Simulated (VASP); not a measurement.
Set up this calculation in VASP 6.6.1, as the native input.

```
Task                   : single point
Functional             : PBEsol
Potentials or basis    : VASP PAW PBE potentials, release 64 (Al, Cu)
Cutoff                 : 520 eV
k mesh                 : 10 × 10 × 6
Occupations            : gaussian, width 0.1 eV
Spin                   : no spin polarisation
Dipole correction      : no
Further INCAR settings : ALGO = Fast; EDIFF = 1e-07; NBANDS = 26
```

The structure of Al2Cu lies in POSCAR:

```
Al2Cu
1.0
    2.8961164614      2.8961164614      0.0000000000
   -2.8961164614      2.8961164614      0.0000000000
    0.0000000000      0.0000000000      5.4973033298
Al Cu
4 2
Direct
    0.5000000000      0.0000000000      0.2500000000
    0.0000000000      0.5000000000      0.2500000000
    0.0000000000      0.5000000000      0.7500000000
    0.5000000000      0.0000000000      0.7500000000
    0.0000000000      0.0000000000      0.5000000000
    0.5000000000      0.5000000000      0.0000000000
```

This cell differs from its parent crystal: uniaxial strain along c: -4.0 %, then relaxed in part.

These files were run (other wordings do the same):

INCAR

```
SYSTEM = Al2Cu
ALGO     = Fast           ! electronic algorithm
EDIFF    = 1E-7           ! SCF threshold, eV
ENCUT    = 520            ! plane-wave cutoff, eV
GGA      = PS             ! functional
ISIF     = 2              ! what is computed and relaxed
ISMEAR   = 0              ! smearing method
LASPH    = .True.         ! aspherical terms in the spheres
LCHARG   = .False.        ! write CHGCAR
LREAL    = .False.        ! projectors in reciprocal space
LWAVE    = .False.        ! write WAVECAR
NBANDS   = 26             ! bands
NELM     = 100            ! most SCF steps
PREC     = Accurate       ! precision mode
SIGMA    = 0.1            ! smearing width, eV
```

KPOINTS

```
k-points
0
Gamma
  10 10 6
  0 0 0
```

Potentials or basis: VASP PAW PBE potentials, release 64 (Al, Cu).

The run is started by

```console
$ cat potpaw_PBE.64/Al/POTCAR potpaw_PBE.64/Cu/POTCAR > POTCAR
$ mpirun -np 1 vasp_std > vasp.out
```

Results of the run:

```yaml
Pressure: 2.3 GPa
Band_gap_on_the_k_mesh: zero (band 17 reaches 8.74 eV, above the bottom of band 18 at 4.82 eV)
```

Caveat: the cell differs from its parent crystal (uniaxial strain along c: -4.0 %, then relaxed in part); the PAW data sets were made with another functional, which shifts forces and pressure a little.

It took 4.5 min on 1 thread of Intel(R) Xeon(R) Platinum 8259CL CPU @ 2.50GHz (Skylake/Cascade Lake), on a shared host, peak memory 0.3 GiB.
